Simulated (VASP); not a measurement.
NaH: single point with PBEsol

Crystal: NaH.

```xyz
2
Lattice="-0.0244 2.4278 2.4278 2.4278 -0.0244 2.4278 2.4278 2.4278 -0.0244" Properties=species:S:1:pos:R:3 pbc="T T T"
Na    0.0000    0.0000    0.0000
H     2.4156    2.4156    2.4156
```

```
Program                : VASP 6.6.1
Task                   : single point
Functional             : PBEsol
Potentials or basis    : VASP PAW PBE potentials, release 64 (Na_pv, H)
Cutoff                 : 500 eV
k mesh                 : 7 × 7 × 7
Occupations            : fermi-dirac, width 0.02 eV
Spin                   : no spin polarisation
Dipole correction      : no
Further INCAR settings : ALGO = Normal; EDIFF = 1e-06; NBANDS = 11
```

```yaml
Pressure: -1.3 GPa
Band_gap_on_the_k_mesh: 3.95 eV (least direct gap 4.62 eV)
```

Stress tensor (GPa, compression positive):
```
-1.25  0.21  0.21
 0.21 -1.25  0.21
 0.21  0.21 -1.25
```

Levels at points of the mesh, in eV from the valence-band top:
```
           k point  band 2  band 3  band 4  band 5  band 6  band 7
(0.00, 0.00, 0.00)  -21.97  -21.97   -3.56   10.23   15.14   15.14
```

Run time: 18 s on 1 thread of Intel(R) Xeon(R) Platinum 8259CL CPU @ 2.50GHz (Skylake/Cascade Lake), with other jobs on the host, peak memory 0.15 GiB.

Caveat: the PAW data sets were made with another functional, which shifts forces and pressure a little; an odd mesh through Γ misses points on the zone boundary, where band edges can lie.
